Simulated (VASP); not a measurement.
# AlN (P6_3mc) in VASP: elastic constants with LDA

Aim: the elastic constants of AlN with LDA.

All numbers are computed with VASP 6.6.1; they aren't measurements. Logs are shortened: lines on timing, memory, paths and dates and some standing lists are left out, and cuts for length are marked.

**1. The cell of the first run**

It takes space group P6_3mc (No. 186, hexagonal). The conventional cell has a = 3.089 Å, b = 3.089 Å, c = 4.943 Å, α = 90.00°, β = 90.00°, γ = 120.00°. Al (site symmetry 3m) has 4 N at 1.88 to 1.89 Å within 2.5 Å. Within 2.5 Å of N (site symmetry 3m) lie 4 Al at 1.88 to 1.89 Å.

**2. Elastic constants, LDA**

File INCAR:

```
SYSTEM = AlN
PREC     = Accurate       ! precision mode
ENCUT    = 600            ! plane-wave cutoff, eV
EDIFF    = 1E-8           ! SCF threshold, eV
ISMEAR   = 0              ! smearing method
SIGMA    = 0.01           ! smearing width, eV
LREAL    = .FALSE.        ! projectors in reciprocal space
LASPH    = .TRUE.         ! aspherical terms in the spheres
NELM     = 80             ! most SCF steps
ALGO     = Normal         ! electronic algorithm
ISIF     = 3              ! what is computed and relaxed
LWAVE    = .FALSE.        ! write WAVECAR
LCHARG   = .FALSE.        ! write CHGCAR
IBRION   = 6              ! ionic algorithm
NFREE    = 2            
POTIM    = 0.015          ! step
NSW      = 1              ! ionic steps
```

File KPOINTS:

```
regular mesh
0
G
  8 8 4
  0 0 0
```

File POSCAR:

```
AlN
1.0
    3.0887700518      0.0000000000      0.0000000000
   -1.5443850259      2.6749533313      0.0000000000
    0.0000000000      0.0000000000      4.9432745661
Al N
2 2
Direct
    0.3333333333      0.6666666667     -0.0009915582
    0.6666666667      0.3333333333      0.4990084418
    0.3333333333      0.6666666667      0.3809915582
    0.6666666667      0.3333333333      0.8809915582
```

Potentials or basis: VASP PAW LDA potentials, release 64 (Al, N).

Run with:

```bash
$ cat potpaw_LDA.64/Al/POTCAR potpaw_LDA.64/N/POTCAR > POTCAR
$ mpirun -np 1 vasp_std > vasp.out
```

OUTCAR:

```text
SYSTEM = AlN
   PREC = Accurate
   ENCUT = 600
   EDIFF = 1E-8
   ISMEAR = 0
   LREAL = .FALSE.
   LASPH = .TRUE.
   NELM = 80
   ISIF = 3
   IBRION = 6
   NFREE = 2
   POTIM = 0.015
   NSW = 1

 ion  position               nearest neighbor table
   1  0.333  0.667  0.999-   4 1.88   4 1.88   4 1.88   3 1.89   2 3.05   2 3.05   2 3.05   2 3.05
                             2 3.05   2 3.05
   2  0.667  0.333  0.499-   3 1.88   3 1.88   3 1.88   4 1.89   1 3.05   1 3.05   1 3.05   1 3.05
                             1 3.05   1 3.05
   3  0.333  0.667  0.381-   2 1.88   2 1.88   2 1.88   1 1.89
   4  0.667  0.333  0.881-   1 1.88   1 1.88   1 1.88   2 1.89

  LATTYP: Found a hexagonal cell.
 ALAT       =     3.0887700518
 C/A-ratio  =     1.6004022582

  Lattice vectors:

 A1 = (   3.0887700518,   0.0000000000,   0.0000000000)
 A2 = (  -1.5443850259,   2.6749533313,   0.0000000000)
 A3 = (   0.0000000000,   0.0000000000,   4.9432745661)

Analysis of symmetry for initial positions (statically):
=====================================================================
 Subroutine PRICEL returns:
 Original cell was already a primitive cell.

 Routine SETGRP: Setting up the symmetry group for a
 hexagonal supercell.

 Subroutine GETGRP returns: Found 12 space group operations
 (whereof  6 operations were pure point group operations)
 out of a pool of 24 trial point group operations.

The static configuration has the point symmetry C_3v.
 The point group associated with its full space group is C_6v.

Analysis of symmetry for dynamics (positions and initial velocities):
=====================================================================
 Subroutine PRICEL returns:
 Original cell was already a primitive cell.

 Routine SETGRP: Setting up the symmetry group for a
 hexagonal supercell.

 Subroutine GETGRP returns: Found 12 space group operations
 (whereof  6 operations were pure point group operations)
 out of a pool of 24 trial point group operations.

The dynamic configuration has the point symmetry C_3v.
 The point group associated with its full space group is C_6v.

 Subroutine INISYM returns: Found 12 space group operations
 (whereof  6 operations are pure point group operations),
 and found     1 'primitive' translations

----------------------------------------------------------------------------------------

                                     Primitive cell

  volume of cell :      40.8429

  direct lattice vectors                    reciprocal lattice vectors
     3.088770052  0.000000000  0.000000000     0.323753463  0.186919149  0.000000000
    -1.544385026  2.674953331  0.000000000     0.000000000  0.373838298  0.000000000
     0.000000000  0.000000000  4.943274566     0.000000000  0.000000000  0.202295055

  length of vectors
     3.088770052  3.088770052  4.943274566     0.373838298  0.373838298  0.202295055

  position of ions in fractional coordinates (direct lattice)
     0.333333333  0.666666667  0.999008442
     0.666666667  0.333333333  0.499008442
     0.333333333  0.666666667  0.380991558
     0.666666667  0.333333333  0.880991558

  ion indices of the primitive-cell ions
   primitive index   ion index
                 1           1
                 2           2
                 3           3
                 4           4

[... 129 lines left out ...]
  Total        0.1409486      0.1409486      0.1352262      0.0000000      0.0000000      0.0000000
  in kB        5.5291067      5.5291067      5.3046260      0.0000000      0.0000000      0.0000000
  external PRESSURE =       5.4542798 kB  Pullay stress =       0.0000000 kB
[... 95 lines left out ...]
  FREE ENERGIE OF THE ION-ELECTRON SYSTEM (eV)
  ---------------------------------------------------
  free  energy   TOTEN  =       -32.8258976700 eV

  energy  without entropy=      -32.8258976700  energy(sigma->0) =      -32.82589767

[... ionic steps 4 to 18 ...]

--------------------------------------- Ionic step       19  -------------------------------------------

 number of electron      15.9999999 magnetization

------------------------ aborting loop because EDIFF is reached ----------------------------------------
[... 71 lines left out ...]
--------------------------------------- Ionic step       21  -------------------------------------------

 number of electron      16.0000000 magnetization

 Free energy of the ion-electron system (eV)
  ---------------------------------------------------
  ext. energy  EPLUGINS =         0.00000000
  ---------------------------------------------------
  free energy    TOTEN  =       -32.83988743 eV

  energy without entropy =      -32.83988743  energy(sigma->0) =      -32.83988743

 E-fermi :   6.2089     XC(G=0): -11.3431

 val. band max:        6.0898256176   @ k =   0.0000   0.0000   0.0000
 cond. band min:      10.5351337404   @ k =   0.0000   0.0000   0.0000
 fundamental gap:      4.4453081228
 Fermi energy:         6.2088950202

 k-point     1 :       0.0000    0.0000    0.0000
  band No.  band energies     occupation
      1      -9.0591      2.00000
      2      -6.7640      2.00000
      3      -0.0477      2.00000
      4       5.2343      2.00000
      5       5.2343      2.00000
      6       5.8964      2.00000
      7       5.8964      2.00000
      8       6.0898      2.00000
      9      10.5351      0.00000
     10      12.8388      0.00000
     11      16.7492      0.00000
     12      17.2141      0.00000
[... 331 lines left out ...]
 k-point    24 :       0.3750    0.0000    0.5000
  band No.  band energies     occupation
      1      -6.8696      2.00000
      2      -6.8465      2.00000
      3       0.8941      2.00000
      4       0.9188      2.00000
      5       4.5571      2.00000
      6       4.5859      2.00000
      7       4.7164      2.00000
      8       4.7501      2.00000
      9      11.7045      0.00000
     10      11.7532      0.00000
     11      15.5343      0.00000
     12      15.6078      0.00000

 [... further k-points ...]

------------------------ aborting loop because EDIFF is reached ----------------------------------------

  FORCE on cell =-STRESS in cart. coord.  units (eV):
  Direction    XX          YY          ZZ          XY          YZ          ZX
  --------------------------------------------------------------------------------------
  -------------------------------------------------------------------------------------
  Total        0.0520744      0.0520744      0.3430796      0.0000000      0.0000000      0.0000000
  in kB        2.0427652      2.0427652     13.4582617      0.0000000      0.0000000      0.0000000
  external PRESSURE =       5.8479307 kB  Pullay stress =       0.0000000 kB
[... 19 lines left out ...]
  FREE ENERGIE OF THE ION-ELECTRON SYSTEM (eV)
  ---------------------------------------------------
  free  energy   TOTEN  =       -32.8398874259 eV

  energy  without entropy=      -32.8398874259  energy(sigma->0) =      -32.83988743

 INTERNAL STRAIN TENSORS FROM STRAINED CELLS
 ============================================

 INTERNAL STRAIN TENSOR FOR ION    1 for displacements in x,y,z  (eV/Angst):
          X           Y           Z          XY          YZ          ZX
  --------------------------------------------------------------------------------
  x    -0.00000    -0.00000     0.00000    -9.67123     0.00000    -5.74510
  y    -9.69884     9.71870    -0.00000    -0.00003    -5.73829    -0.00004
  z    -5.99023    -6.00225    13.31865    -0.00072    -0.00484    -0.00025

 INTERNAL STRAIN TENSORS FROM DISPLACED ATOMS
 ============================================

 INTERNAL STRAIN TENSOR FOR ION    1 for displacements in x,y,z  (eV/Angst):
          X           Y           Z          XY          YZ          ZX
  --------------------------------------------------------------------------------
  x     0.00000    -0.00000    -0.00000    -9.68577     0.00000    -5.74326
  y    -9.68577     9.68577     0.00000     0.00000    -5.74326     0.00000
  z    -5.97086    -5.97086    13.26146    -0.00000     0.00000     0.00000

 INTERNAL STRAIN TENSOR FOR ION    4 for displacements in x,y,z  (eV/Angst):
          X           Y           Z          XY          YZ          ZX
  --------------------------------------------------------------------------------
  x     0.00000     0.00000     0.00000    11.27597     0.00000     5.74497
  y    11.27597   -11.27597    -0.00000    -0.00000     5.74497    -0.00000
  z     5.98189     5.98189   -13.26313     0.00000    -0.00000     0.00000

 Eigenvectors and eigenvalues of the dynamical matrix
 ----------------------------------------------------

   1 f  =   21.995348 THz   138.200849 2PiTHz  733.685843 cm-1    90.965410 meV
             X         Y         Z           dx          dy          dz
     -0.000000  1.783302  4.938373    -0.000000    0.000000    0.011082
      1.544385  0.891651  2.466736    -0.000000    0.000000   -0.011082
     -0.000000  1.783302  1.883346     0.000000   -0.000000   -0.707020
      1.544385  0.891651  4.354983     0.000000   -0.000000    0.707020
[... 71 lines left out ...]
  12 f/i=    0.001266 THz     0.007952 2PiTHz    0.042214 cm-1     0.005234 meV
             X         Y         Z           dx          dy          dz
     -0.000000  1.783302  4.938373     0.356981    0.449194   -0.000000
      1.544385  0.891651  2.466736     0.356981    0.449194   -0.000000
     -0.000000  1.783302  1.883346     0.257122    0.323540   -0.000000
      1.544385  0.891651  4.354983     0.257122    0.323540   -0.000000

--------------------------------------------------------------------------------------------------------

 ELASTIC MODULI CONTR FROM IONIC RELAXATION (kBar)
 Direction    XX          YY          ZZ          XY          YZ          ZX
 --------------------------------------------------------------------------------
 XX        -801.3366    380.3720    467.0855     -0.0000     -0.0000     -0.0000
 YY         380.3720   -801.3366    467.0855      0.0000      0.0000      0.0000
 ZZ         467.0855    467.0855  -1036.5190     -0.0000      0.0000     -0.0000
 XY          -0.0000      0.0000     -0.0000   -590.8543      0.0000     -0.0000
 YZ          -0.0000     -0.0000      0.0000      0.0000   -162.9086     -0.0000
 ZX          -0.0000      0.0000     -0.0000      0.0000     -0.0000   -162.9086
 --------------------------------------------------------------------------------

 TOTAL ELASTIC MODULI (kBar)
 Direction    XX          YY          ZZ          XY          YZ          ZX
 --------------------------------------------------------------------------------
 XX        3985.5638   1463.5791   1140.1499     -0.0000     -0.0000     -0.0000
 YY        1463.5791   3985.5638   1140.1499      0.0000      0.0000      0.0000
 ZZ        1140.1499   1140.1499   3715.8331     -0.0000      0.0000     -0.0000
 XY          -0.0000      0.0000     -0.0000   1260.9924      0.0000     -0.0000
 YZ          -0.0000     -0.0000      0.0000      0.0000   1153.8765     -0.0000
 ZX          -0.0000      0.0000     -0.0000     -0.0000     -0.0000   1153.8765
 --------------------------------------------------------------------------------
```

Run time: 13 min. Hardware: 1 thread of Intel Xeon 8259CL, shared host; peak memory 0.28 GiB.

Results:

```yaml
Voigt_bulk_modulus: 213 GPa
Highest_phonon_frequency_at_Γ_LO-TO_splitting_left_out: 734 cm⁻¹
```

Phonon frequencies in cm⁻¹ (negative: imaginary):
| q point | frequencies |
| --- | --- |
| (0.000, 0.000, 0.000) | 0 0 0 239 239 555 627 674 674 685 685 734 |

Elastic tensor in Voigt notation (GPa, in the Cartesian axes of the cell as first typed):
```
399 146 114   0   0   0
146 399 114   0   0   0
114 114 372   0   0   0
  0   0   0 115   0   0
  0   0   0   0 115   0
  0   0   0   0   0 126
```

Clamped-ion elastic tensor (GPa):
```
479 108  67   0   0   0
108 479  67   0   0   0
 67  67 475   0   0   0
  0   0   0 132   0   0
  0   0   0   0 132   0
  0   0   0   0   0 185
```
